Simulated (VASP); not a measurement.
A run of VASP 6.6.1 is set up as follows.

File INCAR:

```
SYSTEM = SnO
PREC     = Accurate       ! precision mode
ENCUT    = 520            ! plane-wave cutoff, eV
EDIFF    = 1E-6           ! SCF threshold, eV
ISMEAR   = 0              ! smearing method
SIGMA    = 0.05           ! smearing width, eV
LREAL    = .False.        ! projectors in reciprocal space
LASPH    = .True.         ! aspherical terms in the spheres
NELM     = 60             ! most SCF steps
ALGO     = Normal         ! electronic algorithm
ISIF     = 2              ! what is computed and relaxed
LWAVE    = .False.        ! write WAVECAR
LCHARG   = .True.         ! write CHGCAR
LDIPOL   = .True.       
IDIPOL   = 3            
DIPOL    = 0.5 0.5 0.394
GGA      = PE             ! functional
IVDW     = 12             ! dispersion correction
LELF     = .True.         ! ELF
LVHAR    = .True.       
LVACPOTAV= .True.       
NBANDS   = 50             ! bands
```

The input KPOINTS:

```
regular mesh
0
Gamma
  7 7 1
  0 0 0
```

POSCAR

```
SnO
1.0
    3.8201636883      0.0000000000      0.0000000000
    0.0000000000      3.8201636883      0.0000000000
    0.0000000000      0.0000000000     22.2260802162
Sn O
4 4
Direct
    0.7500000000      0.2500000000      0.2024648501
    0.2500000000      0.7500000000      0.3087831971
    0.2500000000      1.2500000000      0.4797535150
    0.7500000000      0.7500000000      0.5860718620
    0.2500000000      0.2500000000      0.2556240236
    0.7500000000      0.7500000000      0.2556240236
    0.7500000000      1.2500000000      0.5329126885
    0.2500000000      0.7500000000      0.5329126885
```

Potentials or basis: VASP PAW PBE potentials, release 64 (Sn_d, O).

The run is started by

```bash
$ cat potpaw_PBE.64/Sn_d/POTCAR potpaw_PBE.64/O/POTCAR > POTCAR
$ mpirun -np 1 vasp_std > vasp.out
```

Problem. Estimate the dispersion energy per atom.

Solution. -0.159 eV.

Problem. Predict the largest force.

Solution. 0.092 eV/Å.

Problem. What does it give for the band gap on the k mesh?

Solution. 2.14 eV (least direct gap 2.34 eV).

Forces in eV/Å, atoms in the order of the input:
```
Sn   0.000  0.000 -0.075
Sn   0.000  0.000  0.092
Sn   0.000  0.000 -0.092
Sn   0.000  0.000  0.075
O    0.000  0.000  0.009
O    0.000  0.000  0.013
O    0.000  0.000 -0.013
O    0.000  0.000 -0.009
```

Caveat: the cell differs from its parent crystal (layers slid over each other); spin-orbit coupling is left out, which moves the levels of the heavy elements.
